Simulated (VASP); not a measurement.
Input of a VASP 6.6.1 run:

The input INCAR:

```
SYSTEM = P
PREC     = Accurate       ! precision mode
ENCUT    = 500            ! plane-wave cutoff, eV
EDIFF    = 1E-7           ! SCF threshold, eV
ISMEAR   = 0              ! smearing method
SIGMA    = 0.05           ! smearing width, eV
LREAL    = .FALSE.        ! projectors in reciprocal space
LASPH    = .TRUE.         ! aspherical terms in the spheres
NELM     = 120            ! most SCF steps
ALGO     = Normal         ! electronic algorithm
ISIF     = 3              ! what is computed and relaxed
LWAVE    = .FALSE.        ! write WAVECAR
LCHARG   = .FALSE.        ! write CHGCAR
GGA      = PE             ! functional
IBRION   = 2              ! ionic algorithm
NSW      = 80             ! ionic steps
EDIFFG   = -0.01          ! ionic threshold
GGA_COMPAT= .FALSE.      
NELMIN   = 4
```

KPOINTS

```
Automatic mesh
0
G
  10 10 10
  0 0 0
```

The input POSCAR:

```
P
1.0
    0.0000000000      1.9400000000      1.9400000000
    1.9400000000      0.0000000000      1.9400000000
    1.9400000000      1.9400000000      0.0000000000
P
1
Direct
    0.0000000000      0.0000000000      0.0000000000
```

Potentials or basis: VASP PAW PBE potentials, release 64 (P).

Run with:

```sh
$ cat potpaw_PBE.64/P/POTCAR > POTCAR
$ mpirun -np 1 vasp_std > vasp.out
```

(1) Estimate the relaxed volume.

(2) Estimate the space group after relaxing (to 0.1 Å).

Results:

(1) 14.43 Å³/atom.

(2) Fm-3m (No. 225).
